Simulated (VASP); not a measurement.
# MnS (F-43m) in VASP: settings compared, part 2 of 2

VASP 6.6.1. The steps go on from the part before.

## (5) Single point, PBE, collinear spin, ferromagnetic start

This run uses another cell than the first one, of 15.13 Å³/atom.

Input file INCAR:

```
SYSTEM = MnS
ALGO = Normal
EDIFF = 1E-6
ENCUT = 520
GGA = PE
ISIF = 2
ISMEAR = 0
ISPIN = 2
LASPH = .True.
LCHARG = .False.
LMAXMIX = 4
LORBIT = 11
LREAL = .False.
LWAVE = .False.
MAGMOM = 4 0
NBANDS = 20
NELM = 150
PREC = Accurate
SIGMA = 0.028000000000000004
```

Input file KPOINTS:

```
k-points
0
Gamma
  9 9 9
  0 0 0
```

Input file POSCAR:

```
MnS
1.0
    0.0000000000      2.4734634191      2.4734634191
    2.4734634191      0.0000000000      2.4734634191
    2.4734634191      2.4734634191      0.0000000000
Mn S
1 1
Direct
    0.0000000000      0.0000000000      0.0000000000
    0.7500000000      0.7500000000      0.7500000000
```

Potentials or basis: VASP PAW PBE potentials, release 64 (Mn_pv, S).

The run is started by

```bash
$ cat potpaw_PBE.64/Mn_pv/POTCAR potpaw_PBE.64/S/POTCAR > POTCAR
$ mpirun -np 1 vasp_std > vasp.out
```

OUTCAR:

```text
SYSTEM = MnS
   EDIFF = 1E-6
   ENCUT = 520
   GGA = PE
   ISIF = 2
   ISMEAR = 0
   ISPIN = 2
   LASPH = .True.
   LORBIT = 11
   LREAL = .False.
   NELM = 150
   PREC = Accurate

 ion  position               nearest neighbor table
   1  0.000  0.000  0.000-   2 2.14   2 2.14   2 2.14   2 2.14
   2  0.750  0.750  0.750-   1 2.14   1 2.14   1 2.14   1 2.14

  LATTYP: Found a face centered cubic cell.
 ALAT       =     4.9469268382

  Lattice vectors:

 A1 = (   0.0000000000,   2.4734634191,   2.4734634191)
 A2 = (   2.4734634191,   0.0000000000,   2.4734634191)
 A3 = (   2.4734634191,   2.4734634191,   0.0000000000)

Analysis of symmetry for initial positions (statically):
=====================================================================
 Subroutine PRICEL returns:
 Original cell was already a primitive cell.

 Routine SETGRP: Setting up the symmetry group for a
 face centered cubic supercell.

 Subroutine GETGRP returns: Found 24 space group operations
[... 749 lines left out ...]
      3     -40.0232      1.00000
      4      -7.8500      1.00000
      5       2.8056      1.00000
      6       2.8056      1.00000
[... 541 lines left out ...]
     19      24.6516      0.00000
     20      24.6516      0.00000

 [... further k-points ...]

------------------------ aborting loop because EDIFF is reached ----------------------------------------

  FORCE on cell =-STRESS in cart. coord.  units (eV):
  Direction    XX          YY          ZZ          XY          YZ          ZX
  --------------------------------------------------------------------------------------
  -------------------------------------------------------------------------------------
  Total        0.8395700      0.8395700      0.8395700      0.0000000      0.0000000      0.0000000
  in kB       44.4448093     44.4448093     44.4448093      0.0000000      0.0000000      0.0000000
  external PRESSURE =      44.4448093 kB  Pullay stress =       0.0000000 kB

 VOLUME and BASIS-vectors are now :
 -----------------------------------------------------------------------------
  energy-cutoff  :      520.00
  volume of cell :       30.27
      direct lattice vectors                 reciprocal lattice vectors
     0.000000000  2.473463419  2.473463419    -0.202145702  0.202145702  0.202145702
     2.473463419  0.000000000  2.473463419     0.202145702 -0.202145702  0.202145702
     2.473463419  2.473463419  0.000000000     0.202145702  0.202145702 -0.202145702

 POSITION                                       TOTAL-FORCE (eV/Angst)
 -----------------------------------------------------------------------------------
      0.00000      0.00000      0.00000        -0.000000     -0.000000     -0.000000
      3.71020      3.71020      3.71020         0.000000      0.000000      0.000000
 -----------------------------------------------------------------------------------
    total drift:                               -0.000003     -0.000003     -0.000003

  FREE ENERGIE OF THE ION-ELECTRON SYSTEM (eV)
  ---------------------------------------------------
  free  energy   TOTEN  =       -13.6554751431 eV

  energy  without entropy=      -13.6544908486  energy(sigma->0) =      -13.65498300

 total charge

# of ion       s       p       d       tot
------------------------------------------
    1        0.355   6.315   5.361  12.030
    2        1.321   2.426   0.000   3.748
--------------------------------------------------
tot          1.676   8.741   5.361  15.778

 magnetization (x)

# of ion       s       p       d       tot
------------------------------------------
    1        0.016   0.009   0.448   0.473
    2       -0.002  -0.015   0.000  -0.017
--------------------------------------------------
tot          0.014  -0.007   0.448   0.456
```

OSZICAR:

```text
N       E                     dE             d eps       ncg     rms          rms(c)
DAV:   1     0.161190517065E+03    0.16119E+03   -0.10275E+04  2800   0.102E+03
DAV:   2    -0.644715758657E+01   -0.16764E+03   -0.15883E+03  2904   0.297E+02
[... 13 lines left out ...]
DAV: 132    -0.136575132142E+02   -0.53243E-03   -0.14532E-05  3148   0.392E-02    0.657E-01
DAV: 133    -0.136579605550E+02   -0.44734E-03   -0.13592E-05  3192   0.317E-02    0.667E-01
DAV: 134    -0.136574185185E+02    0.54204E-03   -0.26553E-05  2968   0.441E-02    0.655E-01
DAV: 135    -0.136564082203E+02    0.10103E-02   -0.49141E-05  3164   0.720E-02    0.668E-01
DAV: 136    -0.136554754818E+02    0.93274E-03   -0.10181E-04  3104   0.718E-02    0.724E-01
DAV: 137    -0.136554751431E+02    0.33871E-06   -0.57259E-06  2932   0.165E-02
   1 F= -.13655475E+02 E0= -.13654983E+02  d E =-.984295E-03  mag=     0.6102
```

stdout:

```text
POSCAR found type information on POSCAR MnS
 POSCAR found :  2 types and       2 ions
 scaLAPACK will be used
 LDA part: xc-table for (Slater+PW92), standard interpolation
 POSCAR, INCAR and KPOINTS ok, starting setup
 FFT: planning ... GRIDC
 FFT: planning ... GRID_SOFT
 FFT: planning ... GRID
 WAVECAR not read
 entering main loop
```

Wall time 8.5 min (1 thread of Oxide Virtual Turin-like, shared host); peak memory 0.16 GiB.

Results:

```
Free energy                                           : -13.6555 eV
Pressure                                              : 4.4 GPa
Net moment                                            : 0.61 μB per cell
Site moments                                          : Mn +0.47; S -0.02 μB
Valence electrons inside the program's atomic spheres : Mn 12.03; S 3.75
```

Caveat: the cell stands under pressure; a cell with one magnetic atom can't hold antiferromagnetic order, which such compounds often take; semilocal functionals often make such compounds metallic where correlation or magnetic order opens a gap, which also shifts bond lengths. With open d or f shells a metallic result of PBE can be an artefact of self-interaction; +U or a hybrid may open a gap.

## (6) The runs side by side

```tsv
task	level	cell	cutoff (eV)	smearing	gap on the mesh (eV)	pressure (GPa)	moment (μB)
single point	PBE	a = 3.522 Å, angles 60.0°, 2 atoms	520	fermi-dirac 0.05 eV	none	0.1	0.24
relaxation of cell and atoms	PBE	relaxed from a = 3.498 Å, angles 60.0°, 2 atoms	600	fermi-dirac 0.05 eV	none	0.0	0.24
single point	revPBE+D3(BJ)	a = 3.456 Å, angles 60.0°, 2 atoms	520	fermi-dirac 0.05 eV	none	-0.1	0.18
single point	PBE	a = 3.498 Å, angles 60.0°, 2 atoms	520	gaussian 0.028 eV	none	4.4	0.61
```

Alike in all rows: potentials or basis VASP PAW PBE potentials, release 64 (Mn_pv, S); spin collinear, ferromagnetic start; k mesh 9 × 9 × 9.

Caveats: semilocal functionals often make such compounds metallic where correlation or magnetic order opens a gap, which also shifts bond lengths; the PAW data sets were made with another functional, which shifts forces and pressure a little (at least some runs); the cell stands under pressure (at least some runs); a cell with one magnetic atom can't hold antiferromagnetic order, which such compounds often take (at least some runs).

Total energies depend on the potentials used, so only differences within one code and one set of settings carry meaning.
